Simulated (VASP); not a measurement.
# Li2Se (Fm-3m) in VASP: notebook

The runs below take Li2Se through single point, with r2SCAN.

All numbers are computed with VASP 6.6.1; they aren't measurements. Logs are shortened: lines on timing, memory, paths and dates and some standing lists are left out, and cuts for length are marked.

**1. The cell of the first run**

The structure is cubic, space group Fm-3m (No. 225). Conventional cell: a = 5.926 Å, b = 5.926 Å, c = 5.926 Å, α = 90.00°, β = 90.00°, γ = 90.00°. Li (site symmetry -43m) has 4 Se at 2.57 Å and 6 Li at 2.96 Å within 3.4 Å. Se (site symmetry m-3m) has 8 Li at 2.57 Å within 3.4 Å.

**2. Single point, r2SCAN (17.35 Å³/atom)**

File POSCAR:

```
Li2Se
1.0
    0.0000000000      2.9632198396      2.9632198396
    2.9632198396      0.0000000000      2.9632198396
    2.9632198396      2.9632198396      0.0000000000
Li Se
2 1
Direct
    0.2500000000      0.2500000000      0.2500000000
    0.7500000000      0.7500000000      0.7500000000
    0.0000000000      0.0000000000      0.0000000000
```

File INCAR.step1:

```
PREC     = Accurate       # precision mode
ENCUT    = 830            # plane-wave cutoff, eV
ISMEAR   = 0              # smearing method
SIGMA    = 0.01           # smearing width, eV
LREAL    = F              # projectors in reciprocal space
LASPH    = T              # aspherical terms in the spheres
NELM     = 120            # most SCF steps
NBANDS   = 13             # bands
GGA      = PE             # functional
ALGO     = Normal         # electronic algorithm
EDIFF    = 1E-5           # SCF threshold, eV
LWAVE    = T              # write WAVECAR
LCHARG   = F              # write CHGCAR
GGA_COMPAT= F
```

File INCAR.step2:

```
PREC     = Accurate       # precision mode
ENCUT    = 830            # plane-wave cutoff, eV
EDIFF    = 1E-6           # SCF threshold, eV
ISMEAR   = 0              # smearing method
SIGMA    = 0.01           # smearing width, eV
LREAL    = F              # projectors in reciprocal space
LASPH    = T              # aspherical terms in the spheres
NELM     = 120            # most SCF steps
ALGO     = Normal         # electronic algorithm
ISIF     = 2              # what is computed and relaxed
LWAVE    = F              # write WAVECAR
LCHARG   = F              # write CHGCAR
METAGGA  = R2SCAN         # meta-GGA
LMIXTAU  = T            
NBANDS   = 13             # bands
ISTART   = 1            
GGA_COMPAT= F
```

File KPOINTS:

```
Automatic mesh
0
Gamma
  6 6 6
```

Potentials or basis: VASP PAW PBE potentials, release 64 (Li_sv, Se).

The run is started by

```sh
$ cat potpaw_PBE.64/Li_sv/POTCAR potpaw_PBE.64/Se/POTCAR > POTCAR
$ cp INCAR.step1 INCAR
$ mpirun -np 1 vasp_std > vasp.out
$ cp INCAR.step2 INCAR
$ mpirun -np 1 vasp_std > vasp.out
```

OUTCAR:

```text
PREC = Accurate
   ENCUT = 830
   EDIFF = 1E-6
   ISMEAR = 0
   LREAL = F
   LASPH = T
   NELM = 120
   ISIF = 2
   METAGGA = R2SCAN
   ISTART = 1

 ion  position               nearest neighbor table
   1  0.250  0.250  0.250-   3 2.57   3 2.57   3 2.57   3 2.57
   2  0.750  0.750  0.750-   3 2.57   3 2.57   3 2.57   3 2.57
   3  0.000  0.000  0.000-   2 2.57   2 2.57   2 2.57   1 2.57   1 2.57   1 2.57   2 2.57   1 2.57

  LATTYP: Found a face centered cubic cell.
 ALAT       =     5.9264396792

  Lattice vectors:

 A1 = (   0.0000000000,   2.9632198396,   2.9632198396)
 A2 = (   2.9632198396,   0.0000000000,   2.9632198396)
 A3 = (   2.9632198396,   2.9632198396,   0.0000000000)

Analysis of symmetry for initial positions (statically):
=====================================================================
 Subroutine PRICEL returns:
 Original cell was already a primitive cell.

 Routine SETGRP: Setting up the symmetry group for a
 face centered cubic supercell.

 Subroutine GETGRP returns: Found 48 space group operations
 (whereof 48 operations were pure point group operations)
 out of a pool of 48 trial point group operations.

The static configuration has the point symmetry O_h .

Analysis of symmetry for dynamics (positions and initial velocities):
=====================================================================
 Subroutine PRICEL returns:
 Original cell was already a primitive cell.

 Routine SETGRP: Setting up the symmetry group for a
 face centered cubic supercell.

 Subroutine GETGRP returns: Found 48 space group operations
 (whereof 48 operations were pure point group operations)
 out of a pool of 48 trial point group operations.

The dynamic configuration has the point symmetry O_h .

 Subroutine INISYM returns: Found 48 space group operations
 (whereof 48 operations are pure point group operations),
 and found     1 'primitive' translations

----------------------------------------------------------------------------------------

                                     Primitive cell

  volume of cell :      52.0381

  direct lattice vectors                    reciprocal lattice vectors
     0.000000000  2.963219840  2.963219840    -0.168735371  0.168735371  0.168735371
     2.963219840  0.000000000  2.963219840     0.168735371 -0.168735371  0.168735371
     2.963219840  2.963219840  0.000000000     0.168735371  0.168735371 -0.168735371

  length of vectors
     4.190625685  4.190625685  4.190625685     0.292258236  0.292258236  0.292258236
[... 84 lines left out ...]
   PSTRESS=    0.0 pullay stress
   NELECT =      12.0000    total number of electrons
   NUPDOWN=      -1.0000    fix difference up-down
   EMIN   =  10.00;   EMAX   =-10.00  energy-range for DOS
   EFERMI =   0.00;   METHOD = LEGACY
   ISMEAR =     0;   SIGMA  =   0.01  broadening in eV -4-tet -1-fermi 0-gaus
   EFERMI_NEDOS =   21; number of points for ismear=-14 and -15
   IALGO  =     38    algorithm
   IMIX   =      4    mixing-type and parameters
     AMIX     =   0.40;   BMIX     =  1.00
     AMIX_MAG =   1.60;   BMIX_MAG =  1.00
  volume/ion in A,a.u.               =      17.35       117.06
  Fermi-wavevector in a.u.,A,eV,Ry     =   1.003910  1.897115 13.712427  1.007835
  Thomas-Fermi vector in A             =   2.136492
   LORBIT       =      0    0 simple, 1 ext, 2 COOP (PROOUT), +10 PAW based schemes
   METAGGA = R2SCAN    functional components
   LHFCALC =     F    Hartree Fock is set to
   AEXX    =    0.0000 exact exchange contribution
   IVDW    =     0    specifies the selected vdW correction
   LEPSILON=     F    determine dielectric tensor
   LRPA    =     F    only Hartree local field effects (RPA)
 non-spin polarized calculation
 Gauss-broadening in eV      SIGMA  =   0.01
  energy-cutoff  :      830.00
  volume of cell :       52.04
 maximum number of plane-waves:      2838
   NGX = 19   NGY = 19   NGZ = 19

 number of electron      11.9999999 magnetization

 Free energy of the ion-electron system (eV)
  ---------------------------------------------------
  ext. energy  EPLUGINS =         0.00000000
  ---------------------------------------------------
  free energy    TOTEN  =       -23.43459687 eV

  energy without entropy =      -23.43459687  energy(sigma->0) =      -23.43459687

 E-fermi :   1.0892     XC(G=0):  -8.7760

 val. band max:        0.9298247617   @ k =   0.0000   0.0000   0.0000
 cond. band min:       4.3627407743   @ k =   0.5000   0.5000   0.0000
 fundamental gap:      3.4329160126
 Fermi energy:         1.0891646144

 k-point     1 :       0.0000    0.0000    0.0000
  band No.  band energies     occupation
      1     -45.1678      2.00000
      2     -45.1408      2.00000
      3     -10.9489      2.00000
      4       0.9298      2.00000
      5       0.9298      2.00000
      6       0.9298      2.00000
      7       5.2482      0.00000
      8       7.2555      0.00000
      9       7.2555      0.00000
     10       7.2555      0.00000
     11      12.2289      0.00000
     12      12.2289      0.00000
     13      12.9910      0.00000
[... 226 lines left out ...]
  band No.  band energies     occupation
      1     -45.1559      2.00000
      2     -45.1514      2.00000
      3     -10.4117      2.00000
      4      -1.2338      2.00000
      5      -0.8397      2.00000
      6      -0.8255      2.00000
      7       5.7055      0.00000
      8       8.9205      0.00000
      9       9.4079      0.00000
     10      11.2692      0.00000
     11      12.9221      0.00000
     12      13.9053      0.00000
     13      13.9933      0.00000

------------------------ aborting loop because EDIFF is reached ----------------------------------------

  FORCE on cell =-STRESS in cart. coord.  units (eV):
  Direction    XX          YY          ZZ          XY          YZ          ZX
  --------------------------------------------------------------------------------------
  -------------------------------------------------------------------------------------
  Total        0.3338801      0.3338801      0.3338801     -0.0000000      0.0000000      0.0000000
  in kB       10.2796793     10.2796793     10.2796793     -0.0000000      0.0000000      0.0000000
  external PRESSURE =      10.2796793 kB  Pullay stress =       0.0000000 kB

 VOLUME and BASIS-vectors are now :
 -----------------------------------------------------------------------------
  energy-cutoff  :      830.00
  volume of cell :       52.04
      direct lattice vectors                 reciprocal lattice vectors
     0.000000000  2.963219840  2.963219840    -0.168735371  0.168735371  0.168735371
     2.963219840  0.000000000  2.963219840     0.168735371 -0.168735371  0.168735371
     2.963219840  2.963219840  0.000000000     0.168735371  0.168735371 -0.168735371

 POSITION                                       TOTAL-FORCE (eV/Angst)
 -----------------------------------------------------------------------------------
      1.48161      1.48161      1.48161        -0.000000     -0.000000     -0.000000
      4.44483      4.44483      4.44483         0.000000      0.000000      0.000000
      0.00000      0.00000      0.00000        -0.000000      0.000000      0.000000
 -----------------------------------------------------------------------------------
    total drift:                                0.000000     -0.000000      0.000000

  FREE ENERGIE OF THE ION-ELECTRON SYSTEM (eV)
  ---------------------------------------------------
  free  energy   TOTEN  =       -23.4345968719 eV

  energy  without entropy=      -23.4345968719  energy(sigma->0) =      -23.43459687
```

OUTCAR.step1:

```text
PREC = Accurate
   ENCUT = 830
   ISMEAR = 0
   LREAL = F
[... 470 lines left out ...]
      1.48161      1.48161      1.48161        -0.000000     -0.000000     -0.000000
      4.44483      4.44483      4.44483         0.000000      0.000000      0.000000
      0.00000      0.00000      0.00000         0.000000     -0.000000      0.000000
 -----------------------------------------------------------------------------------
    total drift:                                0.000000     -0.000000      0.000000

  FREE ENERGIE OF THE ION-ELECTRON SYSTEM (eV)
  ---------------------------------------------------
  free  energy   TOTEN  =       -11.1209105279 eV

  energy  without entropy=      -11.1209105279  energy(sigma->0) =      -11.12091053
```

It took 44 s on 1 thread of Intel Xeon 6975P-C (Granite Rapids), shared host; peak memory 0.26 GiB.

What came out:

```yaml
Free_energy: -23.4346 eV
Pressure: 1.0 GPa
Band_gap_on_the_k_mesh: 3.43 eV (least direct gap 4.32 eV)
```

Caveat: the PAW data sets were made with another functional, which shifts forces and pressure a little.

**3. Single point, r2SCAN**

This run uses another cell than the first one, of 17.88 Å³/atom.

File POSCAR:

```
Li2Se
1.0
    0.0000000000      2.9934588652      2.9934588652
    2.9934588652      0.0000000000      2.9934588652
    2.9934588652      2.9934588652      0.0000000000
Li Se
2 1
Direct
    0.2500000000      0.2500000000      0.2500000000
    0.7500000000      0.7500000000      0.7500000000
    0.0000000000      0.0000000000      0.0000000000
```

File INCAR.step1:

```
SYSTEM = Li2Se
PREC = Accurate
ENCUT = 830
ISMEAR = 0
SIGMA = 0.01
LREAL = .FALSE.
LASPH = .TRUE.
NELM = 120
NBANDS = 13
GGA = PE
ALGO = Normal
EDIFF = 1E-5
LWAVE = .TRUE.
LCHARG = .FALSE.
GGA_COMPAT = .FALSE.
```

File INCAR.step2:

```
SYSTEM = Li2Se
PREC = Accurate
ENCUT = 830
EDIFF = 1E-6
ISMEAR = 0
SIGMA = 0.01
LREAL = .FALSE.
LASPH = .TRUE.
NELM = 120
ALGO = Normal
ISIF = 2
LWAVE = .FALSE.
LCHARG = .FALSE.
METAGGA = R2SCAN
LMIXTAU = .TRUE.
NBANDS = 13
ISTART = 1
GGA_COMPAT = .FALSE.
```

File KPOINTS:

```
regular mesh
0
G
  6 6 6
  0 0 0
```

Potentials or basis: VASP PAW PBE potentials, release 64 (Li_sv, Se).

The run is started by

```sh
$ cat potpaw_PBE.64/Li_sv/POTCAR potpaw_PBE.64/Se/POTCAR > POTCAR
$ cp INCAR.step1 INCAR
$ mpirun -np 1 vasp_std > vasp.out
$ cp INCAR.step2 INCAR
$ mpirun -np 1 vasp_std > vasp.out
```

OUTCAR:

```text
SYSTEM = Li2Se
   PREC = Accurate
   ENCUT = 830
   EDIFF = 1E-6
   ISMEAR = 0
   LREAL = .FALSE.
   LASPH = .TRUE.
   NELM = 120
   ISIF = 2
   METAGGA = R2SCAN
   ISTART = 1

 ion  position               nearest neighbor table
   1  0.250  0.250  0.250-   3 2.59   3 2.59   3 2.59   3 2.59
   2  0.750  0.750  0.750-   3 2.59   3 2.59   3 2.59   3 2.59
   3  0.000  0.000  0.000-   2 2.59   2 2.59   2 2.59   1 2.59   2 2.59   1 2.59   1 2.59   1 2.59

  LATTYP: Found a face centered cubic cell.
 ALAT       =     5.9869177304
[... 438 lines left out ...]

  FORCE on cell =-STRESS in cart. coord.  units (eV):
  Direction    XX          YY          ZZ          XY          YZ          ZX
  --------------------------------------------------------------------------------------
  -------------------------------------------------------------------------------------
  Total       -0.0524282     -0.0524282     -0.0524282      0.0000000      0.0000000      0.0000000
  in kB       -1.5657614     -1.5657614     -1.5657614      0.0000000      0.0000000      0.0000000
  external PRESSURE =      -1.5657614 kB  Pullay stress =       0.0000000 kB

 VOLUME and BASIS-vectors are now :
 -----------------------------------------------------------------------------
  energy-cutoff  :      830.00
  volume of cell :       53.65
      direct lattice vectors                 reciprocal lattice vectors
     0.000000000  2.993458865  2.993458865    -0.167030857  0.167030857  0.167030857
     2.993458865  0.000000000  2.993458865     0.167030857 -0.167030857  0.167030857
     2.993458865  2.993458865  0.000000000     0.167030857  0.167030857 -0.167030857

 POSITION                                       TOTAL-FORCE (eV/Angst)
 -----------------------------------------------------------------------------------
      1.49673      1.49673      1.49673         0.000000      0.000000      0.000000
      4.49019      4.49019      4.49019        -0.000000     -0.000000     -0.000000
      0.00000      0.00000      0.00000        -0.000000      0.000000     -0.000000
 -----------------------------------------------------------------------------------
    total drift:                                0.000000     -0.000000      0.000000

  FREE ENERGIE OF THE ION-ELECTRON SYSTEM (eV)
  ---------------------------------------------------
  free  energy   TOTEN  =       -23.4390514542 eV

  energy  without entropy=      -23.4390514542  energy(sigma->0) =      -23.43905145
```

OSZICAR.step1:

```text
N       E                     dE             d eps       ncg     rms          rms(c)
DAV:   1     0.582667424034E+02    0.58267E+02   -0.65756E+03   416   0.122E+03
DAV:   2    -0.317060226213E+01   -0.61437E+02   -0.57777E+02   502   0.240E+02
DAV:   3    -0.111494752514E+02   -0.79789E+01   -0.79326E+01   781   0.512E+01
DAV:   4    -0.113061984091E+02   -0.15672E+00   -0.15668E+00   532   0.104E+01
DAV:   5    -0.113106342202E+02   -0.44358E-02   -0.44357E-02   674   0.131E+00    0.276E+00
DAV:   6    -0.111360352419E+02    0.17460E+00   -0.23518E-01   497   0.189E+00    0.170E+00
DAV:   7    -0.111216540634E+02    0.14381E-01   -0.11290E-01   563   0.147E+00    0.741E-01
DAV:   8    -0.111297054542E+02   -0.80514E-02   -0.18562E-02   539   0.747E-01    0.260E-01
DAV:   9    -0.111296324592E+02    0.72995E-04   -0.36401E-04   591   0.123E-01    0.207E-01
DAV:  10    -0.111298713116E+02   -0.23885E-03   -0.75336E-04   466   0.133E-01    0.798E-02
DAV:  11    -0.111298780774E+02   -0.67659E-05   -0.48846E-05   582   0.429E-02
   1 F= -.11129878E+02 E0= -.11129878E+02  d E =-.615694-176
```

Run time: 45 s. Hardware: 1 thread of Intel Xeon 6975P-C (Granite Rapids), shared host; peak memory 0.26 GiB.

Results:

```
Free energy            : -23.4391 eV
Pressure               : -0.2 GPa
Band gap on the k mesh : 3.46 eV (least direct gap 4.18 eV)
```

Caveat: the PAW data sets were made with another functional, which shifts forces and pressure a little.

**4. Single point, r2SCAN (18.42 Å³/atom)**

This run uses another cell than the first one, of 18.42 Å³/atom.

File POSCAR:

```
Li2Se
1.0
    0.0000000000      3.0230989995      3.0230989995
    3.0230989995      0.0000000000      3.0230989995
    3.0230989995      3.0230989995      0.0000000000
Li Se
2 1
Direct
    0.2500000000      0.2500000000      0.2500000000
    0.7500000000      0.7500000000      0.7500000000
    0.0000000000      0.0000000000      0.0000000000
```

File INCAR.step1:

```
ALGO = Normal ; EDIFF = 1E-5
ENCUT = 830 ; GGA = PE
GGA_COMPAT = False ; ISMEAR = 0
LASPH = True ; LCHARG = False
LREAL = False ; LWAVE = True
NBANDS = 13 ; NELM = 120
PREC = Accurate ; SIGMA = 0.01
```

File INCAR.step2:

```
ALGO = Normal ; EDIFF = 1E-6
ENCUT = 830 ; GGA_COMPAT = False
ISIF = 2 ; ISMEAR = 0
ISTART = 1 ; LASPH = True
LCHARG = False ; LMIXTAU = True
LREAL = False ; LWAVE = False
METAGGA = R2SCAN ; NBANDS = 13
NELM = 120 ; PREC = Accurate
SIGMA = 0.01
```

File KPOINTS:

```
k-points
0
Gamma
  6 6 6
```

The run is started by

```sh
$ cat potpaw_PBE.64/Li_sv/POTCAR potpaw_PBE.64/Se/POTCAR > POTCAR
$ cp INCAR.step1 INCAR
$ mpirun -np 1 vasp_std > vasp.out
$ cp INCAR.step2 INCAR
$ mpirun -np 1 vasp_std > vasp.out
```

Run time: 42 s. Hardware: 1 thread of Intel Xeon 6975P-C (Granite Rapids), shared host; peak memory 0.26 GiB.

Results (log left out):

- Free energy: -23.4323 eV
- Pressure: -1.2 GPa
- Band gap on the k mesh: 3.48 eV (least direct gap 4.04 eV)

Levels at points of the mesh, in eV from the valence-band top:
| k point | band 2 | band 3 | band 4 | band 5 | band 6 | band 7 | band 8 | band 9 | band 10 | band 11 |
| --- | --- | --- | --- | --- | --- | --- | --- | --- | --- | --- |
| (0.00, 0.00, 0.00) | -46.17 | -11.71 | 0.00 | 0.00 | 0.00 | 4.04 | 6.29 | 6.29 | 6.29 | 11.12 |
| (0.50, 0.00, 0.00) | -46.18 | -11.35 | -2.82 | -0.51 | -0.51 | 5.85 | 6.58 | 6.58 | 8.51 | 12.48 |
| (0.50, 0.50, 0.00) | -46.18 | -11.24 | -2.20 | -1.39 | -1.39 | 3.48 | 6.92 | 11.17 | 11.17 | 12.34 |

Caveat: the PAW data sets were made with another functional, which shifts forces and pressure a little. r2SCAN opens gaps a little over a GGA but as a rule still falls short of measured ones.

**5. Summary**

```csv
cell,gap on the mesh (eV),pressure (GPa)
"a = 4.191 Å, angles 60.0°, 3 atoms",3.43,1.0
"a = 4.233 Å, angles 60.0°, 3 atoms",3.46,-0.2
"a = 4.275 Å, angles 60.0°, 3 atoms",3.48,-1.2
```

Alike in all rows: task single point; level r2SCAN; potentials or basis VASP PAW PBE potentials, release 64 (Li_sv, Se); no spin polarisation; k mesh 6 × 6 × 6; cutoff (eV) 830; smearing gaussian 0.01 eV.

Caveats: the PAW data sets were made with another functional, which shifts forces and pressure a little.

Absolute energies hang on the potentials; compare differences alone.
